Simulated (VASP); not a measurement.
# Y (P6_3/mmc) in VASP: notebook, part 2 of 2

VASP 6.6.1.

**3. Single point, BLYP**

This run uses another cell than the first one, of 33.76 Å³/atom.

INCAR reads:

```
SYSTEM = Y
PREC     = Accurate       ! precision mode
ENCUT    = 520            ! plane-wave cutoff, eV
EDIFF    = 1E-7           ! SCF threshold, eV
ISMEAR   = -1             ! smearing method
SIGMA    = 0.05           ! smearing width, eV
LREAL    = .FALSE.        ! projectors in reciprocal space
LASPH    = .TRUE.         ! aspherical terms in the spheres
NELM     = 100            ! most SCF steps
ALGO     = Fast           ! electronic algorithm
ISIF     = 2              ! what is computed and relaxed
LWAVE    = .FALSE.        ! write WAVECAR
LCHARG   = .FALSE.        ! write CHGCAR
GGA      = B5             ! functional
ALDAX    = 1.0          
AGGAX    = 1.0          
AGGAC    = 1.0          
ALDAC    = 0.0          
NBANDS   = 18             ! bands
```

KPOINTS reads:

```
Automatic mesh
0
G
  8 8 5
  0 0 0
```

POSCAR reads:

```
Y
1.0
    3.6862363858      0.0000000000      0.0000000000
   -1.8431181929      3.1923743544      0.0000000000
    0.0000000000      0.0000000000      5.7381339017
Y
2
Direct
    0.6666666667      0.3333333333      0.7500000000
    0.3333333333      0.6666666667      0.2500000000
```

Potentials or basis: VASP PAW PBE potentials, release 64 (Y_sv).

Launch:

```bash
> cat potpaw_PBE.64/Y_sv/POTCAR > POTCAR
> mpirun -np 1 vasp_std > vasp.out
```

OUTCAR:

```text
SYSTEM = Y
   PREC = Accurate
   ENCUT = 520
   EDIFF = 1E-7
   ISMEAR = -1
   LREAL = .FALSE.
   LASPH = .TRUE.
   NELM = 100
   ISIF = 2
   GGA = B5

 ion  position               nearest neighbor table
   1  0.667  0.333  0.750-   2 3.57   2 3.57   2 3.57   2 3.57   2 3.57   2 3.57
   2  0.333  0.667  0.250-   1 3.57   1 3.57   1 3.57   1 3.57   1 3.57   1 3.57

  LATTYP: Found a hexagonal cell.
 ALAT       =     3.6862363858
 C/A-ratio  =     1.5566375298

  Lattice vectors:
[... 694 lines left out ...]

------------------------ aborting loop because EDIFF is reached ----------------------------------------

  FORCE on cell =-STRESS in cart. coord.  units (eV):
  Direction    XX          YY          ZZ          XY          YZ          ZX
  --------------------------------------------------------------------------------------
  -------------------------------------------------------------------------------------
  Total       -0.0244053     -0.0244053     -0.0207523      0.0000000     -0.0000000      0.0000000
  in kB       -0.5790654     -0.5790654     -0.4923909      0.0000000     -0.0000000      0.0000000
  external PRESSURE =      -0.5501739 kB  Pullay stress =       0.0000000 kB

 VOLUME and BASIS-vectors are now :
 -----------------------------------------------------------------------------
  energy-cutoff  :      520.00
  volume of cell :       67.53
      direct lattice vectors                 reciprocal lattice vectors
     3.686236386  0.000000000  0.000000000     0.271279401  0.156623235  0.000000000
    -1.843118193  3.192374354  0.000000000     0.000000000  0.313246471  0.000000000
     0.000000000  0.000000000  5.738133902     0.000000000  0.000000000  0.174272685

 POSITION                                       TOTAL-FORCE (eV/Angst)
 -----------------------------------------------------------------------------------
      1.84312      1.06412      4.30360         0.000000     -0.000000      0.000000
     -0.00000      2.12825      1.43453        -0.000000      0.000000      0.000000
 -----------------------------------------------------------------------------------
    total drift:                                0.000000     -0.000000      0.000000

  FREE ENERGIE OF THE ION-ELECTRON SYSTEM (eV)
  ---------------------------------------------------
  free  energy   TOTEN  =       -10.9173250145 eV

  energy  without entropy=      -10.8762078976  energy(sigma->0) =      -10.89676646
```

stdout:

```text
POSCAR found type information on POSCAR Y
 POSCAR found :  1 types and       2 ions
 scaLAPACK will be used
 -----------------------------------------------------------------------------
|                                                                             |
|                                                                             |
|     You enforced a specific xc type in the INCAR file but a different       |
|     I HOPE YOU KNOW WHAT YOU ARE DOING!                                     |
|                                                                             |
 -----------------------------------------------------------------------------

 LDA part: xc-table for (Slater(with rela. corr.)+VWN5), standard interpolation
 POSCAR, INCAR and KPOINTS ok, starting setup
 FFT: planning ... GRIDC
 FFT: planning ... GRID_SOFT
 FFT: planning ... GRID
 WAVECAR not read
 entering main loop
WARNING in EDDRMM: call to ZHEGV failed, returncode =   8  4     10
 num prob  num prob WARNING in EDDRMM: call to ZHEGV failed, returncode =   8  4     12
 num prob  num prob  num prob  num prob  num prob RMM:  18    -0.109173242448E+02   -0.72555E-06   -0.68313E-06  1529   0.660E-03    0.236E-03
 num prob  num prob  num prob  num prob  num prob RMM:  19    -0.109173246354E+02   -0.39063E-06   -0.35207E-06  1318   0.443E-03    0.243E-04
 num prob  num prob  num prob RMM:  20    -0.109173248203E+02   -0.18488E-06   -0.21110E-06  1152   0.315E-03    0.824E-04
 num prob  num prob WARNING in EDDRMM: call to ZHEGV failed, returncode =   8  4     17
 num prob  num prob  num prob RMM:  21    -0.109173249488E+02   -0.12856E-06   -0.11288E-06   994   0.227E-03    0.479E-04
 num prob  num prob  num prob RMM:  22    -0.109173250145E+02   -0.65659E-07   -0.75307E-07   898   0.178E-03
```

It took 73 s on 1 thread of Intel Xeon Platinum 8488C (Sapphire Rapids), shared host; peak memory 0.21 GiB.

Results:

| Property | Result |
| --- | --- |
| Free energy | -10.9173 eV |
| Pressure | -0.1 GPa |
| Band gap on the k mesh | zero (bands 11 and 12 overlap by 1.43 eV) |

Caveat: the PAW data sets were made with another functional, which shifts forces and pressure a little.

**4. Single point, RPBE**

This run uses another cell than the first one, of 34.19 Å³/atom.

INCAR reads:

```
SYSTEM = Y
PREC = Accurate ; ENCUT = 520
EDIFF = 1E-6 ; ISMEAR = -1
SIGMA = 0.05 ; LREAL = .FALSE.
LASPH = .TRUE. ; NELM = 60
ALGO = Normal ; ISIF = 2
LWAVE = .FALSE. ; LCHARG = .FALSE.
GGA = RP ; NBANDS = 18
```

KPOINTS reads:

```
regular mesh
0
G
  8 8 5
  0 0 0
```

POSCAR reads:

```
Y
1.0
    3.6978241913      0.0000000000      0.0000000000
   -1.8489120956      3.2024096884      0.0000000000
    0.0000000000      0.0000000000      5.7735749910
Y
2
Direct
    0.6666666667      0.3333333333      0.7500000000
    0.3333333333      0.6666666667      0.2500000000
```

Potentials or basis: VASP PAW PBE potentials, release 64 (Y_sv).

Launch:

```bash
> cat potpaw_PBE.64/Y_sv/POTCAR > POTCAR
> mpirun -np 1 vasp_std > vasp.out
```

OUTCAR:

```text
SYSTEM = Y
   PREC = Accurate
   ENCUT = 520
   EDIFF = 1E-6
   ISMEAR = -1
   LREAL = .FALSE.
   LASPH = .TRUE.
   NELM = 60
   ISIF = 2
   GGA = RP

 ion  position               nearest neighbor table
   1  0.667  0.333  0.750-   2 3.59   2 3.59   2 3.59   2 3.59   2 3.59   2 3.59
   2  0.333  0.667  0.250-   1 3.59   1 3.59   1 3.59   1 3.59   1 3.59   1 3.59

  LATTYP: Found a hexagonal cell.
 ALAT       =     3.6978241913
 C/A-ratio  =     1.5613438315

  Lattice vectors:
[... 693 lines left out ...]

------------------------ aborting loop because EDIFF is reached ----------------------------------------

  FORCE on cell =-STRESS in cart. coord.  units (eV):
  Direction    XX          YY          ZZ          XY          YZ          ZX
  --------------------------------------------------------------------------------------
  -------------------------------------------------------------------------------------
  Total       -0.0358544     -0.0358544     -0.0525896     -0.0000000      0.0000000     -0.0000000
  in kB       -0.8402039     -0.8402039     -1.2323727     -0.0000000      0.0000000     -0.0000000
  external PRESSURE =      -0.9709268 kB  Pullay stress =       0.0000000 kB

 VOLUME and BASIS-vectors are now :
 -----------------------------------------------------------------------------
  energy-cutoff  :      520.00
  volume of cell :       68.37
      direct lattice vectors                 reciprocal lattice vectors
     3.697824191  0.000000000  0.000000000     0.270429298  0.156132428  0.000000000
    -1.848912096  3.202409688  0.000000000     0.000000000  0.312264856  0.000000000
     0.000000000  0.000000000  5.773574991     0.000000000  0.000000000  0.173202912

 POSITION                                       TOTAL-FORCE (eV/Angst)
 -----------------------------------------------------------------------------------
      1.84891      1.06747      4.33018        -0.000000      0.000000      0.000000
     -0.00000      2.13494      1.44339         0.000000     -0.000000      0.000000
 -----------------------------------------------------------------------------------
    total drift:                                0.000000     -0.000000      0.000000

  FREE ENERGIE OF THE ION-ELECTRON SYSTEM (eV)
  ---------------------------------------------------
  free  energy   TOTEN  =       -12.2309243878 eV

  energy  without entropy=      -12.1900425006  energy(sigma->0) =      -12.21048344
```

OSZICAR:

```text
N       E                     dE             d eps       ncg     rms          rms(c)
DAV:   1     0.893750558467E+02    0.89375E+02   -0.11234E+04  1080   0.115E+03
DAV:   2    -0.457000449280E+01   -0.93945E+02   -0.92184E+02  1312   0.260E+02
DAV:   3    -0.124161919424E+02   -0.78462E+01   -0.77722E+01  1928   0.435E+01
DAV:   4    -0.126083139848E+02   -0.19212E+00   -0.19201E+00  1364   0.720E+00
DAV:   5    -0.126123706414E+02   -0.40567E-02   -0.40558E-02  1618   0.800E-01    0.320E+01
DAV:   6    -0.122918503254E+02    0.32052E+00   -0.43995E-01  1216   0.407E+00    0.198E+01
DAV:   7    -0.122412356100E+02    0.50615E-01   -0.86463E-01  1384   0.537E+00    0.185E+00
DAV:   8    -0.122323260620E+02    0.89095E-02   -0.17529E-01  1336   0.229E+00    0.154E+00
DAV:   9    -0.122309645662E+02    0.13615E-02   -0.33905E-03  1526   0.360E-01    0.289E-01
DAV:  10    -0.122311154370E+02   -0.15087E-03   -0.26742E-03  1176   0.442E-01    0.470E-01
DAV:  11    -0.122309304211E+02    0.18502E-03   -0.34497E-04  1204   0.159E-01    0.565E-02
DAV:  12    -0.122309220793E+02    0.83418E-05   -0.38892E-05  1312   0.485E-02    0.199E-02
DAV:  13    -0.122309244330E+02   -0.23537E-05   -0.57928E-06  1204   0.204E-02    0.829E-04
DAV:  14    -0.122309243878E+02    0.45194E-07   -0.10819E-07   678   0.187E-03
   1 F= -.12230924E+02 E0= -.12210483E+02  d E =-.408819E-01
```

It took 27 s on 1 thread of Intel Xeon Platinum 8488C (Sapphire Rapids), shared host; peak memory 0.21 GiB.

Results:

```yaml
Free_energy: -12.2309 eV
Pressure: -0.1 GPa
Band_gap_on_the_k_mesh: zero (bands 11 and 12 overlap by 1.26 eV)
```

Levels at points of the mesh, in eV from the Fermi level:
```csv
k point,band 8,band 9,band 10,band 11,band 12,band 13,band 14,band 15
"(0.00, 0.00, 0.00)",-22.53,-4.60,-1.77,0.78,1.74,1.74,2.06,2.32
"(0.50, 0.00, 0.00)",-22.61,-1.64,-1.10,-0.74,-0.18,1.37,1.46,2.03
```

Caveat: the PAW data sets were made with another functional, which shifts forces and pressure a little.

**5. Single point, revPBE**

INCAR reads:

```
SYSTEM = Y
ALGO = Fast
EDIFF = 1E-6
ENCUT = 520
GGA = RE
ISIF = 2
ISMEAR = -1
LASPH = .True.
LCHARG = .False.
LREAL = .False.
LWAVE = .False.
NBANDS = 18
NELM = 80
PREC = Accurate
SIGMA = 0.05
```

KPOINTS reads:

```
k-points
0
Gamma
  8 8 5
  0 0 0
```

POSCAR reads:

```
Y
1.0
    3.6857112638      0.0000000000      0.0000000000
   -1.8428556319      3.1919195855      0.0000000000
    0.0000000000      0.0000000000      5.7529003136
Y
2
Direct
    0.6666666667      0.3333333333      0.7500000000
    0.3333333333      0.6666666667      0.2500000000
```

Launch:

```bash
> cat potpaw_PBE.64/Y_sv/POTCAR > POTCAR
> mpirun -np 1 vasp_std > vasp.out
```

It took 44 s on 1 thread of Intel Xeon Platinum 8488C (Sapphire Rapids), shared host; peak memory 0.21 GiB.

It converged, with:

```yaml
Free_energy: -12.3492 eV
Pressure: -0.1 GPa
Band_gap_on_the_k_mesh: zero (bands 11 and 12 overlap by 1.29 eV)
```

Levels at points of the mesh, in eV from the Fermi level:
```tsv
k point	band 7	band 8	band 9	band 10	band 11	band 12	band 13	band 14	band 15	band 16
(0.00, 0.00, 0.00)	-22.52	-22.48	-4.62	-1.78	0.82	1.74	1.74	2.07	2.33	2.33
(0.50, 0.00, 0.00)	-22.62	-22.57	-1.65	-1.12	-0.75	-0.16	1.38	1.46	2.05	4.86
```

Caveat: the PAW data sets were made with another functional, which shifts forces and pressure a little.

**6. Summary**

| level | cell | gap on the mesh (eV) | pressure (GPa) |
| --- | --- | --- | --- |
| revPBE | a = 3.686, b = 3.686, c = 5.753 Å, angles 90.0, 90.0, 120.0°, 2 atoms | none | -0.1 |
| BLYP | a = 3.686, b = 3.686, c = 5.738 Å, angles 90.0, 90.0, 120.0°, 2 atoms | none | -0.1 |
| RPBE | a = 3.698, b = 3.698, c = 5.774 Å, angles 90.0, 90.0, 120.0°, 2 atoms | none | -0.1 |

Alike in all rows: task single point; potentials or basis VASP PAW PBE potentials, release 64 (Y_sv); no spin polarisation; k mesh 8 × 8 × 5; cutoff (eV) 520; smearing fermi-dirac 0.05 eV.

Caveats: the PAW data sets were made with another functional, which shifts forces and pressure a little.

Total energies depend on the potentials used, so only differences within one code and one set of settings carry meaning.
